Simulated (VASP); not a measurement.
# LiB64N64 (a cell with a defect) in VASP: single point with PBE

Aim: the single point of LiB64N64 (a cell with a defect) with PBE.

Everything below comes from runs of VASP 6.6.1. Logs are shortened: lines on timing, memory, paths and dates and some standing lists are left out, and cuts for length are marked.

## (1) The cell of the first run

The cell holds a defect, 129 atoms: a = 9.953 Å, b = 9.953 Å, c = 12.991 Å, α = 90.00°, β = 90.00°, γ = 120.00°.

## (2) Single point, PBE

Contents of INCAR:

```
SYSTEM = LiB64N64
ALGO = Normal
EDIFF = 1E-6
ENCUT = 520
GGA = PE
ISIF = 2
ISMEAR = -1
LASPH = .True.
LCHARG = .True.
LELF = .True.
LREAL = Auto
LVHAR = .True.
LWAVE = .False.
NBANDS = 328
NELECT = 514.0
NELM = 60
PREC = Accurate
SIGMA = 0.01
```

Contents of KPOINTS:

```
Automatic mesh
0
Gamma
  1 1 1
  0.25 0.25 0.25
```

Contents of POSCAR:

```
LiB64N64
1.0
    9.9533750500      0.0000000000      0.0000000000
   -4.9766875200      8.6198756400      0.0000000000
    0.0000000000      0.0000000000     12.9909657500
B N Li
64 64 1
Direct
    0.0842244229      0.1648928661      0.1164721722
    0.1642626913      0.0841907738      0.3841431881
    0.0823858470      0.1667113378      0.6272799234
    0.1665460021      0.0827061816      0.8723219057
    0.0848134034      0.4161015947      0.1199643683
    0.1636985365      0.3352396393      0.3874862806
[... 121 lines left out ...]
    0.9158396553      0.8335197977      0.6263039374
    0.3347839724      0.3184154986      0.2517741993
```

Potentials or basis: VASP PAW PBE potentials, release 64 (B, N, Li_sv).

Launch:

```bash
$ cat potpaw_PBE.64/B/POTCAR potpaw_PBE.64/N/POTCAR potpaw_PBE.64/Li_sv/POTCAR > POTCAR
$ mpirun -np 1 vasp_std > vasp.out
```

OUTCAR:

```text
SYSTEM = LiB64N64
   EDIFF = 1E-6
   ENCUT = 520
   GGA = PE
   ISIF = 2
   ISMEAR = -1
   LASPH = .True.
   LREAL = Auto
   NELECT = 514.0
   NELM = 60
   PREC = Accurate

 ion  position               nearest neighbor table
   1  0.084  0.165  0.116- 114 1.43  66 1.44  70 1.45
   2  0.164  0.084  0.384-  77 1.43  65 1.44  81 1.45
   3  0.082  0.167  0.627- 116 1.44  68 1.44  72 1.44
   4  0.167  0.083  0.872-  79 1.44  67 1.44  83 1.44
   5  0.085  0.416  0.120-  74 1.43 118 1.43  70 1.45
   6  0.164  0.335  0.387-  69 1.43  65 1.44  85 1.45
[... 120 lines left out ...]
 127  0.833  0.916  0.874-  64 1.44  52 1.44  48 1.44
 128  0.916  0.834  0.626-  63 1.44  15 1.44  59 1.44
 129  0.335  0.318  0.252-  86 2.01  85 2.07  22 2.08  21 2.17

  LATTYP: Found a hexagonal cell.
 ALAT       =     9.9533750500
 C/A-ratio  =     1.3051819795

  Lattice vectors:

 A1 = (   9.9533750500,   0.0000000000,   0.0000000000)
 A2 = (  -4.9766875200,   8.6198756400,   0.0000000000)
 A3 = (   0.0000000000,   0.0000000000,  12.9909657500)

Analysis of symmetry for initial positions (statically):
=====================================================================
 Subroutine PRICEL returns:
 Original cell was already a primitive cell.

 Routine SETGRP: Setting up the symmetry group for a
 hexagonal supercell.

 Subroutine GETGRP returns: Found  1 space group operations
 (whereof  1 operations were pure point group operations)
 out of a pool of 24 trial point group operations.

The static configuration has the point symmetry C_1 .

Analysis of symmetry for dynamics (positions and initial velocities):
=====================================================================
 Subroutine PRICEL returns:
 Original cell was already a primitive cell.

 Routine SETGRP: Setting up the symmetry group for a
 hexagonal supercell.

 Subroutine GETGRP returns: Found  1 space group operations
 (whereof  1 operations were pure point group operations)
 out of a pool of 24 trial point group operations.

The dynamic configuration has the point symmetry C_1 .

 Subroutine INISYM returns: Found  1 space group operations
 (whereof  1 operations are pure point group operations),
 and found     1 'primitive' translations

----------------------------------------------------------------------------------------

                                     Primitive cell

  volume of cell :    1114.5840
[... 254 lines left out ...]
   IBRION =     -1    ionic relax: 0-MD 1-quasi-New 2-CG
   NFREE  =      0    steps in history (QN), initial steepest desc. (CG)
   ISIF   =      2    stress and relaxation
   ISYM   =      2    0-nonsym 1-usesym 2-fastsym
   POTIM  = 0.5000    time-step for ionic-motion
   TEBEG  =    0.0;   TEEND  =   0.0 temperature during run
   PSTRESS=    0.0 pullay stress
   NELECT =     514.0000    total number of electrons
   NUPDOWN=      -1.0000    fix difference up-down
   EMIN   =  10.00;   EMAX   =-10.00  energy-range for DOS
   EFERMI =   0.00;   METHOD = LEGACY
   ISMEAR =    -1;   SIGMA  =   0.01  broadening in eV -4-tet -1-fermi 0-gaus
   EFERMI_NEDOS =   21; number of points for ismear=-14 and -15
   IALGO  =     38    algorithm
   IMIX   =      4    mixing-type and parameters
     AMIX     =   0.40;   BMIX     =  1.00
     AMIX_MAG =   1.60;   BMIX_MAG =  1.00
  volume/ion in A,a.u.               =       8.64        58.31
  Fermi-wavevector in a.u.,A,eV,Ry     =   1.264809  2.390142 21.765807  1.599742
  Thomas-Fermi vector in A             =   2.398095
   LORBIT       =      0    0 simple, 1 ext, 2 COOP (PROOUT), +10 PAW based schemes
   GGA     = PE    functional components
   LHFCALC =     F    Hartree Fock is set to
   AEXX    =    0.0000 exact exchange contribution
   IVDW    =     0    specifies the selected vdW correction
   LEPSILON=     F    determine dielectric tensor
   LRPA    =     F    only Hartree local field effects (RPA)
 non-spin polarized calculation
  energy-cutoff  :      520.00
  volume of cell :     1114.58
 maximum number of plane-waves:     29993
 NGX is ok and might be reduce to    80
   NGX = 37   NGY = 37   NGZ = 49

 number of electron     513.9999996 magnetization

 Free energy of the ion-electron system (eV)
  ---------------------------------------------------
  ext. energy  EPLUGINS =         0.00000000
  ---------------------------------------------------
  free energy    TOTEN  =     -1130.43385196 eV

  energy without entropy =    -1130.43385196  energy(sigma->0) =    -1130.43385196

 E-fermi :   3.1503     XC(G=0): -10.2756

 val. band max:        2.8069062399   @ k =  -0.2500  -0.2500   0.2500
 cond. band min:       6.7954998193   @ k =   0.2500   0.5000   0.2500
 fundamental gap:      3.9885935794
 Fermi energy:         3.1502554669

 k-point     1 :       0.2500    0.2500    0.2500
  band No.  band energies     occupation
      1     -42.8666      2.00000
      2     -15.2907      2.00000
      3     -15.2035      2.00000
      4     -14.9796      2.00000
      5     -14.8749      2.00000
      6     -14.8707      2.00000
[... 1621 lines left out ...]
    268       7.7158      0.00000
    269       7.7390      0.00000
 [bands above 269 left out]

------------------------ aborting loop because EDIFF is reached ----------------------------------------

  FORCE on cell =-STRESS in cart. coord.  units (eV):
  Direction    XX          YY          ZZ          XY          YZ          ZX
  --------------------------------------------------------------------------------------
  -------------------------------------------------------------------------------------
  Total       71.2261085     70.7689612     19.7350202     -0.4685362      0.1056905     -0.1559701
  in kB      102.3851550    101.7280211     28.3684332     -0.6735052      0.1519266     -0.2242019
  external PRESSURE =      77.4938698 kB  Pullay stress =       0.0000000 kB

 VOLUME and BASIS-vectors are now :
 -----------------------------------------------------------------------------
  energy-cutoff  :      520.00
  volume of cell :     1114.58
      direct lattice vectors                 reciprocal lattice vectors
     9.953375050  0.000000000  0.000000000     0.100468434  0.058005477  0.000000000
    -4.976687520  8.619875640  0.000000000     0.000000000  0.116010954  0.000000000
     0.000000000  0.000000000 12.990965750     0.000000000  0.000000000  0.076976571

 POSITION                                       TOTAL-FORCE (eV/Angst)
 -----------------------------------------------------------------------------------
      0.01770      1.42136      1.51309        -0.013175      0.008096      0.005936
      1.21598      0.72571      4.99039         0.027160     -0.001359     -0.004505
     -0.00965      1.43703      8.14897        -0.023022      0.013175     -0.001760
      1.24609      0.71292     11.33230         0.027904     -0.011769      0.002931
     -1.22663      3.58674      1.55845        -0.041680      0.028239      0.013009
     -0.03903      2.88972      5.03382         0.027865     -0.012208      0.011758
[... 121 lines left out ...]
      4.96753      7.18484      8.13629         0.022661     -0.011740     -0.005375
      1.74758      2.74470      3.27079        -0.327076     -0.396907     -0.023494
 -----------------------------------------------------------------------------------
    total drift:                               -0.009664      0.010686      0.002618

  FREE ENERGIE OF THE ION-ELECTRON SYSTEM (eV)
  ---------------------------------------------------
  free  energy   TOTEN  =     -1130.4338519609 eV

  energy  without entropy=    -1130.4338519609  energy(sigma->0) =    -1130.43385196
```

OSZICAR:

```text
N       E                     dE             d eps       ncg     rms          rms(c)
DAV:   1     0.280021639938E+04    0.28002E+04   -0.26587E+05  3952   0.148E+03
DAV:   2    -0.969156370629E+03   -0.37694E+04   -0.35865E+04  4800   0.348E+02
DAV:   3    -0.123864325785E+04   -0.26949E+03   -0.26669E+03  4648   0.960E+01
DAV:   4    -0.124534870906E+04   -0.67055E+01   -0.66714E+01  4744   0.151E+01
DAV:   5    -0.124580772336E+04   -0.45901E+00   -0.45855E+00  6712   0.260E+00    0.644E+01
DAV:   6    -0.114262345999E+04    0.10318E+03   -0.29789E+02  4240   0.274E+01    0.295E+01
DAV:   7    -0.113297630873E+04    0.96472E+01   -0.16436E+01  4368   0.701E+00    0.180E+01
DAV:   8    -0.113048961457E+04    0.24867E+01   -0.98922E+00  4256   0.502E+00    0.225E+00
DAV:   9    -0.113040919471E+04    0.80420E-01   -0.53274E-01  4712   0.126E+00    0.101E+00
DAV:  10    -0.113042999705E+04   -0.20802E-01   -0.51331E-02  4600   0.407E-01    0.272E-01
DAV:  11    -0.113043309644E+04   -0.30994E-02   -0.55350E-03  4952   0.154E-01    0.129E-01
DAV:  12    -0.113043375442E+04   -0.65798E-03   -0.11282E-03  4512   0.763E-02    0.642E-02
DAV:  13    -0.113043385279E+04   -0.98367E-04   -0.19126E-04  4768   0.367E-02    0.250E-02
DAV:  14    -0.113043385733E+04   -0.45446E-05   -0.78631E-05  4704   0.223E-02    0.914E-03
DAV:  15    -0.113043385246E+04    0.48730E-05   -0.17062E-05  4976   0.147E-02    0.634E-03
DAV:  16    -0.113043385198E+04    0.47643E-06   -0.13782E-05  4392   0.874E-03    0.280E-03
DAV:  17    -0.113043385196E+04    0.22017E-07   -0.17724E-06  3368   0.315E-03
   1 F= -.11304339E+04 E0= -.11304339E+04  d E =-.761083E-15
```

It took 1.6 h on 1 thread of Intel Xeon Platinum 8488C (Sapphire Rapids), shared host; peak memory 2.1 GiB.

What came out:

* Free energy: -1130.4339 eV
* Largest force: 0.515 eV/Å

Forces on the atoms (eV/Å):
```
B   -0.013  0.008  0.006
B    0.027 -0.001 -0.005
B   -0.023  0.013 -0.002
B    0.028 -0.012  0.003
B   -0.042  0.028  0.013
B    0.028 -0.012  0.012
B   -0.022  0.012 -0.001
B    0.021 -0.009  0.002
B   -0.025  0.018  0.001
B    0.017 -0.009  0.002
B   -0.022  0.012  0.002
B    0.021 -0.009  0.001
B   -0.016  0.005  0.005
B    0.019 -0.012  0.000
B   -0.021  0.009  0.000
B    0.021 -0.012 -0.001
B   -0.016  0.017 -0.012
B    0.033 -0.011 -0.015
B   -0.018  0.011  0.000
B    0.020 -0.010 -0.001
B    0.016  0.032  0.008
B    0.066  0.028 -0.027
B   -0.023  0.016  0.000
B    0.027 -0.016  0.010
B   -0.007  0.023 -0.010
B    0.039  0.009 -0.023
B   -0.020  0.013 -0.001
B    0.021 -0.010 -0.005
B   -0.016  0.023 -0.007
B    0.025 -0.012 -0.005
B   -0.019  0.012  0.000
B    0.020 -0.011 -0.002
B   -0.019  0.015  0.000
B    0.026 -0.010  0.001
B   -0.020  0.012  0.000
B    0.020 -0.011  0.000
B   -0.013  0.030  0.034
B    0.012  0.009  0.010
B   -0.017  0.013  0.001
B    0.021 -0.010  0.002
B   -0.024  0.005  0.000
B    0.019 -0.029  0.000
B   -0.021  0.014  0.001
B    0.025 -0.014  0.006
B   -0.016  0.016 -0.004
B    0.026 -0.016 -0.002
B   -0.020  0.012 -0.001
B    0.022 -0.012  0.005
B   -0.024  0.011  0.001
B    0.016 -0.012 -0.002
B   -0.022  0.011  0.000
B    0.020 -0.013  0.002
B   -0.027  0.015  0.009
B    0.024 -0.002  0.006
B   -0.021  0.011  0.002
B    0.019 -0.009  0.001
B   -0.025  0.012  0.005
B    0.019 -0.005  0.003
B   -0.020  0.012  0.003
B    0.021 -0.010  0.000
B   -0.017  0.011  0.000
B    0.020 -0.011  0.002
B   -0.022  0.012  0.000
B    0.024 -0.013  0.002
N   -0.017  0.025 -0.005
N    0.022 -0.004  0.005
N   -0.023  0.014  0.011
N    0.022 -0.011 -0.003
N   -0.020  0.028  0.004
N    0.045 -0.011  0.044
N   -0.019  0.010  0.003
N    0.024 -0.012 -0.004
N   -0.011  0.021 -0.002
N    0.019 -0.015 -0.003
N   -0.021  0.012  0.000
N    0.021 -0.012 -0.005
N   -0.003  0.015  0.000
N    0.024 -0.008  0.000
N   -0.020  0.011  0.000
N    0.020 -0.011 -0.006
N   -0.024  0.016 -0.035
N    0.036 -0.008 -0.011
N   -0.022  0.014  0.001
N    0.020 -0.010 -0.003
N   -0.025  0.003 -0.039
N    0.019 -0.009  0.029
N   -0.025  0.013 -0.011
N    0.019 -0.012 -0.002
N   -0.019  0.014 -0.008
N    0.017  0.007 -0.018
N   -0.021  0.011  0.006
N    0.022 -0.016 -0.004
N   -0.016  0.023 -0.003
N    0.021 -0.009  0.002
N   -0.020  0.010  0.005
N    0.021 -0.011 -0.003
N   -0.019  0.008  0.005
N    0.030 -0.006  0.004
N   -0.020  0.011  0.005
N    0.022 -0.012  0.000
N    0.010  0.018  0.033
N    0.025 -0.010  0.012
N   -0.023  0.010  0.002
N    0.021 -0.013  0.003
N   -0.029  0.023 -0.003
N    0.033 -0.005  0.005
N   -0.024  0.014  0.005
N    0.022 -0.011  0.003
N   -0.023  0.022 -0.006
N    0.023 -0.001  0.013
N   -0.022  0.013 -0.006
N    0.021 -0.010  0.000
N   -0.019  0.017 -0.001
N    0.023  0.002  0.004
N   -0.021  0.013 -0.006
N    0.021 -0.011 -0.001
N   -0.010  0.012 -0.002
N    0.037 -0.001  0.004
N   -0.018  0.011  0.003
N    0.021 -0.012 -0.001
N   -0.006  0.018 -0.014
N    0.031 -0.006  0.006
N   -0.019  0.012  0.000
N    0.021 -0.011 -0.006
N   -0.016  0.023  0.001
N    0.027 -0.001  0.000
N   -0.025  0.016 -0.010
N    0.023 -0.012 -0.005
Li  -0.327 -0.397 -0.023
```

Caveat: the cell carries a net charge on a neutralising background, which shifts energy and pressure; the cell is charged against a uniform background, so pressure and absolute levels hang on convention; the cutoff is under 1.25 times the usual one of these potentials, so pressure, stress and relaxed cells hold a basis-set (Pulay) error.
